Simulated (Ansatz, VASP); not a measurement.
## Ge: VASP beside Ansatz

File INCAR:

```
SYSTEM = Ge
PREC     = Accurate       ! precision mode
ENCUT    = 520            ! plane-wave cutoff, eV
EDIFF    = 1E-8           ! SCF threshold, eV
ISMEAR   = -1             ! smearing method
SIGMA    = 0.05           ! smearing width, eV
LREAL    = .FALSE.        ! projectors in reciprocal space
LASPH    = .TRUE.         ! aspherical terms in the spheres
NELM     = 60             ! most SCF steps
ALGO     = Normal         ! electronic algorithm
ISIF     = 2              ! what is computed and relaxed
LWAVE    = .FALSE.        ! write WAVECAR
LCHARG   = .FALSE.        ! write CHGCAR
GGA      = CA             ! functional
LEFG     = .TRUE.       
NBANDS   = 21             ! bands
```

KPOINTS

```
Automatic mesh
0
G
  10 10 10
  0 0 0
```

POSCAR

```
Ge
1.0
    0.0000000000      2.7721946000      2.8287700000
    2.7721946000      0.0000000000      2.8287700000
    2.7721946000      2.7721946000      0.0000000000
Ge
2
Direct
    0.5000000000      0.5000000000      0.5000000000
    0.7500000000      0.7500000000      0.7500000000
```

Input for Ansatz:

```yaml
crystal:
  lattice:
    - [0.0, 2.7721946, 2.82877]
    - [2.7721946, 0.0, 2.82877]
    - [2.7721946, 2.7721946, 0.0]
  atoms:
    - { symbol: Ge, position: [0.5, 0.5, 0.5] }
    - { symbol: Ge, position: [0.75, 0.75, 0.75] }
kpoints:
  mp_grid: { grid: [10, 10, 10] }
scf:
  occupations: { method: fermi_dirac, width: 0.05 }
hamiltonian:
  xc: lda
  pseudopotentials: { kind: all_electron, datasets: crystal }
output:
  forces: true
  stress: true
  eigenvalues: true
  efg: { contact_densities: true }
```

Change from the starting cell: equal xx and yy strain of -2 %, crystal datasets.

Alike in both runs: task electric field gradients; functional LDA; k mesh 10 × 10 × 10; occupations fermi-dirac, width 0.05 eV; no spin polarisation.

|  | VASP | Ansatz |
| --- | --- | --- |
| version | VASP 6.6.1 | Ansatz 0.2.0 |
| potentials or method | VASP PAW LDA potentials, release 64 (Ge_d), cutoff 520 eV | all-electron PAW with datasets made for the crystal, scalar-relativistic |

Ansatz gave:

| Property | Result |
| --- | --- |
| pressure (GPa) | 1.6 |
| traceless stress, the component that is largest in VASP (GPa) | -1.06 |
| size of Vzz on the site where it differs most (V/Å²) | 0.5 |

Question: Which values does VASP return?

Answer: Pressure (GPa): 1.7; traceless stress, the component that is largest in VASP (GPa): -1.07; size of Vzz on the site where it differs most (V/Å²): 0.4.

LDA's correlation is that of Perdew and Zunger in VASP and of Perdew and Wang (1992) in Ansatz. Ansatz ran all-electron here, and VASP with PAW potentials.
